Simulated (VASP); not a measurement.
A run of VASP 6.6.1 is set up as follows.

File INCAR:

```
PREC = Accurate ; ENCUT = 600
EDIFF = 1E-6 ; ISMEAR = 0
SIGMA = 0.02 ; LREAL = False
LASPH = True ; NELM = 120
ALGO = Normal ; ISIF = 2
LWAVE = False ; LCHARG = True
LELF = True ; LVHAR = True
NBANDS = 33 ; GGA_COMPAT = False
```

Contents of KPOINTS:

```
regular mesh
0
Gamma
  2 2 2
```

File POSCAR:

```
TiO2
1.0
    2.7060340000     -2.7066550000      0.0000000000
    2.7060340000      2.7066550000      0.0000000000
   -2.6335310000      0.0000000000      4.7966370000
Ti O
2 4
Direct
    0.1341100000      0.8658900000      0.2500000000
    0.8658900000      0.1341100000      0.7500000000
    0.3312210000      0.0887550000      0.6671490000
    0.6687790000      0.9112450000      0.3328510000
    0.9112450000      0.6687790000      0.8328510000
    0.0887550000      0.3312210000      0.1671490000
```

Potentials or basis: VASP PAW LDA potentials, release 64 (Ti_sv, O).

Run with:

```sh
$ cat potpaw_LDA.64/Ti_sv/POTCAR potpaw_LDA.64/O/POTCAR > POTCAR
$ mpirun -np 1 vasp_std > vasp.out
```

(1) Predict the band gap on the k mesh.

(2) Estimate the pressure.

(3) Estimate the largest force.

Answers

(1) 1.92 eV (least direct gap 2.36 eV).

(2) -13.1 GPa.

(3) 0.490 eV/Å.

Caveat: the k points lie up to 0.88 Å⁻¹ apart, too coarse for converged energies, forces and pressures.
